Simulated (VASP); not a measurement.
# Ta3PbO (P6/mmm) in VASP: single point with PBE

Aim: the single point of Ta3PbO with PBE.

Everything below comes from runs of VASP 6.6.1. Logs are shortened: lines on timing, memory, paths and dates and some standing lists are left out, and cuts for length are marked.

## 1. The cell of the first run

The structure is hexagonal, space group P6/mmm (No. 191). Conventional cell: a = 4.657 Å, b = 4.657 Å, c = 5.752 Å, α = 90.00°, β = 90.00°, γ = 120.00°. Ta (site symmetry mmm) has 4 Ta at 2.33 Å and 2 Pb at 2.33 Å within 3.1 Å. Within 3.1 Å of Pb (site symmetry 6/mmm) lie 6 Ta at 2.33 Å and 2 O at 2.88 Å. O (site symmetry 6/mmm) has 2 Pb at 2.88 Å and 12 Ta at 3.70 Å within 3.8 Å.

## 2. Single point, PBE

INCAR

```
SYSTEM = Ta3PbO
PREC     = Accurate       ! precision mode
ENCUT    = 520            ! plane-wave cutoff, eV
EDIFF    = 1E-6           ! SCF threshold, eV
ISMEAR   = 0              ! smearing method
SIGMA    = 0.1            ! smearing width, eV
LREAL    = .False.        ! projectors in reciprocal space
LASPH    = .True.         ! aspherical terms in the spheres
NELM     = 100            ! most SCF steps
ALGO     = Normal         ! electronic algorithm
ISIF     = 2              ! what is computed and relaxed
LWAVE    = .False.        ! write WAVECAR
LCHARG   = .False.        ! write CHGCAR
GGA      = PE             ! functional
NBANDS   = 34             ! bands
```

KPOINTS

```
regular mesh
0
Gamma
  6 6 4
  0 0 0
```

POSCAR

```
Ta3PbO
1.0
    4.6571983700      0.0000000000      0.0000000000
   -2.3285991800      4.0332521000      0.0000000000
    0.0000000000      0.0000000000      5.7524166900
Ta Pb O
3 1 1
Direct
    0.5000000000      0.0000000000      0.5000000000
    0.0000000000      0.5000000000      0.5000000000
    0.5000000000      0.5000000000      0.5000000000
    0.0000000000      0.0000000000      0.5000000000
    0.0000000000      0.0000000000      0.0000000000
```

Potentials or basis: VASP PAW PBE potentials, release 64 (Ta_pv, Pb_d, O).

Started as:

```
> cat potpaw_PBE.64/Ta_pv/POTCAR potpaw_PBE.64/Pb_d/POTCAR potpaw_PBE.64/O/POTCAR > POTCAR
> mpirun -np 1 vasp_std > vasp.out
```

OUTCAR:

```text
SYSTEM = Ta3PbO
   PREC = Accurate
   ENCUT = 520
   EDIFF = 1E-6
   ISMEAR = 0
   LREAL = .False.
   LASPH = .True.
   NELM = 100
   ISIF = 2
   GGA = PE

 ion  position               nearest neighbor table
   1  0.500  0.000  0.500-   3 2.33   3 2.33   4 2.33   4 2.33   2 2.33   2 2.33
   2  0.000  0.500  0.500-   4 2.33   4 2.33   3 2.33   3 2.33   1 2.33   1 2.33
   3  0.500  0.500  0.500-   1 2.33   1 2.33   2 2.33   2 2.33   4 2.33   4 2.33
   4  0.000  0.000  0.500-   2 2.33   2 2.33   1 2.33   1 2.33   3 2.33   3 2.33   5 2.88   5 2.88

   5  0.000  0.000  0.000-   4 2.88   4 2.88

  LATTYP: Found a hexagonal cell.
 ALAT       =     4.6571983700
 C/A-ratio  =     1.2351667747

  Lattice vectors:

 A1 = (   4.6571983700,   0.0000000000,   0.0000000000)
 A2 = (  -2.3285991800,   4.0332521000,   0.0000000000)
 A3 = (   0.0000000000,   0.0000000000,   5.7524166900)

Analysis of symmetry for initial positions (statically):
=====================================================================
 Subroutine PRICEL returns:
 Original cell was already a primitive cell.

 Routine SETGRP: Setting up the symmetry group for a
 hexagonal supercell.

 Subroutine GETGRP returns: Found 24 space group operations
 (whereof 24 operations were pure point group operations)
 out of a pool of 24 trial point group operations.

The static configuration has the point symmetry D_6h.

Analysis of symmetry for dynamics (positions and initial velocities):
=====================================================================
 Subroutine PRICEL returns:
 Original cell was already a primitive cell.

 Routine SETGRP: Setting up the symmetry group for a
 hexagonal supercell.

 Subroutine GETGRP returns: Found 24 space group operations
 (whereof 24 operations were pure point group operations)
 out of a pool of 24 trial point group operations.

The dynamic configuration has the point symmetry D_6h.

 Subroutine INISYM returns: Found 24 space group operations
 (whereof 24 operations are pure point group operations),
 and found     1 'primitive' translations

----------------------------------------------------------------------------------------

                                     Primitive cell

  volume of cell :     108.0514

  direct lattice vectors                    reciprocal lattice vectors
     4.657198370  0.000000000  0.000000000     0.214721367  0.123969439  0.000000000
[... 88 lines left out ...]
   EDIFF  = 0.1E-05   stopping-criterion for ELM
   LREAL  =      F    real-space projection
   EDIFFG = 0.1E-04   stopping-criterion for IOM
   NSW    =      0    number of steps for IOM
   IBRION =     -1    ionic relax: 0-MD 1-quasi-New 2-CG
   NFREE  =      0    steps in history (QN), initial steepest desc. (CG)
   ISIF   =      2    stress and relaxation
   ISYM   =      2    0-nonsym 1-usesym 2-fastsym
   POTIM  = 0.5000    time-step for ionic-motion
   TEBEG  =    0.0;   TEEND  =   0.0 temperature during run
   PSTRESS=    0.0 pullay stress
   NELECT =      53.0000    total number of electrons
   NUPDOWN=      -1.0000    fix difference up-down
   EMIN   =  10.00;   EMAX   =-10.00  energy-range for DOS
   EFERMI =   0.00;   METHOD = LEGACY
   ISMEAR =     0;   SIGMA  =   0.10  broadening in eV -4-tet -1-fermi 0-gaus
   EFERMI_NEDOS =   21; number of points for ismear=-14 and -15
   IALGO  =     38    algorithm
   IMIX   =      4    mixing-type and parameters
     AMIX     =   0.40;   BMIX     =  1.00
     AMIX_MAG =   1.60;   BMIX_MAG =  1.00
  volume/ion in A,a.u.               =      21.61       145.83
  Fermi-wavevector in a.u.,A,eV,Ry     =   1.291090  2.439807 22.679746  1.666914
  Thomas-Fermi vector in A             =   2.422882
   LORBIT       =      0    0 simple, 1 ext, 2 COOP (PROOUT), +10 PAW based schemes
   GGA     = PE    functional components
   LHFCALC =     F    Hartree Fock is set to
   AEXX    =    0.0000 exact exchange contribution
   IVDW    =     0    specifies the selected vdW correction
   LEPSILON=     F    determine dielectric tensor
   LRPA    =     F    only Hartree local field effects (RPA)
 non-spin polarized calculation
 Gauss-broadening in eV      SIGMA  =   0.10
  energy-cutoff  :      520.00
  volume of cell :      108.05
 maximum number of plane-waves:      2926
 NGX is ok and might be reduce to    36
   NGX = 17   NGY = 17   NGZ = 21

 number of electron      52.9999995 magnetization

 Free energy of the ion-electron system (eV)
  ---------------------------------------------------
  ext. energy  EPLUGINS =         0.00000000
  ---------------------------------------------------
  free energy    TOTEN  =       -19.01902060 eV

  energy without entropy =      -18.98697253  energy(sigma->0) =      -19.00299657

 E-fermi :   3.4161     XC(G=0):  -9.9084

 val. band max:        3.3959533509   @ k =   0.5000  -0.0000   0.2500
 cond. band min:       3.4410055614   @ k =   0.3333   0.1667   0.2500
 fundamental gap:      0.0450522106
 Fermi energy:         3.4161007205

 k-point     1 :       0.0000    0.0000    0.0000
  band No.  band energies     occupation
      1     -33.9483      2.00000
      2     -32.4866      2.00000
      3     -32.4866      2.00000
      4     -30.9101      2.00000
      5     -30.0054      2.00000
      6     -30.0054      2.00000
[... 766 lines left out ...]
     33       8.1791      0.00000
     34       8.1791      0.00000

------------------------ aborting loop because EDIFF is reached ----------------------------------------

  FORCE on cell =-STRESS in cart. coord.  units (eV):
  Direction    XX          YY          ZZ          XY          YZ          ZX
  --------------------------------------------------------------------------------------
  -------------------------------------------------------------------------------------
  Total       94.5809854     94.5809855     -7.9469287      0.0000001     -0.0000000     -0.0000000
  in kB     1402.4389787   1402.4389794   -117.8363977      0.0000017     -0.0000000     -0.0000000
  external PRESSURE =     895.6805201 kB  Pullay stress =       0.0000000 kB

 VOLUME and BASIS-vectors are now :
 -----------------------------------------------------------------------------
  energy-cutoff  :      520.00
  volume of cell :      108.05
      direct lattice vectors                 reciprocal lattice vectors
     4.657198370  0.000000000  0.000000000     0.214721367  0.123969439  0.000000000
    -2.328599180  4.033252100  0.000000000     0.000000000  0.247938878  0.000000000
     0.000000000  0.000000000  5.752416690     0.000000000  0.000000000  0.173839980

 POSITION                                       TOTAL-FORCE (eV/Angst)
 -----------------------------------------------------------------------------------
      2.32860      0.00000      2.87621        -0.000000      0.000000      0.000000
     -1.16430      2.01663      2.87621         0.000000      0.000000      0.000000
      1.16430      2.01663      2.87621         0.000000      0.000000      0.000000
      0.00000      0.00000      2.87621         0.000000      0.000000      0.000000
      0.00000      0.00000      0.00000         0.000000      0.000000      0.000000
 -----------------------------------------------------------------------------------
    total drift:                               -0.000000      0.000000      0.000000

  FREE ENERGIE OF THE ION-ELECTRON SYSTEM (eV)
  ---------------------------------------------------
  free  energy   TOTEN  =       -19.0190206025 eV

  energy  without entropy=      -18.9869725289  energy(sigma->0) =      -19.00299657
```

OSZICAR:

```text
N       E                     dE             d eps       ncg     rms          rms(c)
DAV:   1     0.630672816999E+03    0.63067E+03   -0.28581E+04  1428   0.167E+03
DAV:   2     0.287993167691E+02   -0.60187E+03   -0.58464E+03  1562   0.492E+02
DAV:   3    -0.197821332753E+02   -0.48581E+02   -0.46012E+02  1816   0.142E+02
[... 11 lines left out ...]
DAV:  15    -0.190189457903E+02    0.19774E-02   -0.82012E-03  1816   0.224E-01    0.565E-02
DAV:  16    -0.190190648286E+02   -0.11904E-03   -0.82672E-04  1712   0.925E-02    0.591E-02
DAV:  17    -0.190190229104E+02    0.41918E-04   -0.15212E-04  1624   0.412E-02    0.141E-02
DAV:  18    -0.190190200857E+02    0.28247E-05   -0.19603E-05  1568   0.155E-02    0.234E-03
DAV:  19    -0.190190206025E+02   -0.51681E-06   -0.76216E-07   890   0.526E-03
   1 F= -.19019021E+02 E0= -.19002997E+02  d E =-.320481E-01
```

It took 55 s on 1 thread of Intel Xeon 6975P-C (Granite Rapids), shared host; peak memory 0.27 GiB.

What came out:

```
Free energy : -19.0190 eV
Pressure    : 89.6 GPa
```

Levels at points of the mesh, in eV from the Fermi level:
| k point | band 22 | band 23 | band 24 | band 25 | band 26 | band 27 | band 28 | band 29 | band 30 | band 31 |
| --- | --- | --- | --- | --- | --- | --- | --- | --- | --- | --- |
| (0.00, 0.00, 0.00) | -1.86 | -1.44 | -1.44 | -0.74 | -0.74 | 1.66 | 2.23 | 2.23 | 2.82 | 2.82 |
| (0.50, 0.00, 0.00) | -2.01 | -0.61 | -0.37 | -0.32 | -0.11 | 0.22 | 0.47 | 0.54 | 1.16 | 1.27 |
| (0.00, 0.00, 0.50) | -1.69 | -1.69 | -0.98 | -0.24 | -0.24 | -0.16 | 1.94 | 1.94 | 2.99 | 2.99 |
| (0.50, 0.00, 0.50) | -1.38 | -1.12 | -0.91 | -0.90 | 0.05 | 0.29 | 0.76 | 0.82 | 1.15 | 1.27 |

Caveat: spin-orbit coupling is left out, which moves the levels of the heavy elements; an odd number of electrons without spin polarisation forces a metal; a magnetic or distorted state may lie lower.
